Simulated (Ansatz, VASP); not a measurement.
**Two plane-wave programs on In2GeO6**

```
In Ge O
1.0
     0.00000    3.69422    3.69422
     3.69422    0.00000    3.69422
     3.69422    3.69422    0.00000
In Ge O
2 1 6
Direct
  0.25000 0.25000 0.25000
  0.75000 0.75000 0.75000
  0.00000 0.00000 0.00000
  0.75024 0.24976 0.24976
  0.24976 0.75024 0.24976
  0.24976 0.75024 0.75024
  0.75024 0.24976 0.75024
  0.24976 0.24976 0.75024
  0.75024 0.75024 0.24976
```

Change from the starting cell: species swapped into the K2MoCl6 type (Fm-3m, No. 225).

Alike in both runs: functional PBE; k mesh 4 × 4 × 4; occupations gaussian, width 0.1 eV; no spin polarisation.

Ansatz relaxed the structure, and its values are those at the end. VASP's run is a single point on that final structure, the one shown.

|  | VASP | Ansatz |
| --- | --- | --- |
| version | VASP 6.6.1 | Ansatz 0.2.0 |
| potentials or method | VASP PAW PBE potentials, release 64 (In_d, Ge_d, O), cutoff 520 eV | scalar-relativistic, plane waves, PAW |
| valence electrons in the cell | 76 | 76 |

```csv
,VASP,Ansatz,Ansatz less VASP
gap on the k mesh at the Fermi level (eV),none,none,-
pressure (GPa),0.1,0.0,-0.14
rms of the force components (eV/Å),0.015,0.001,-0.0142
```

A gap of «none» marks a metal or a gap that the smearing closes.

The k mesh is coarse, so the values compare programs but aren't converged.
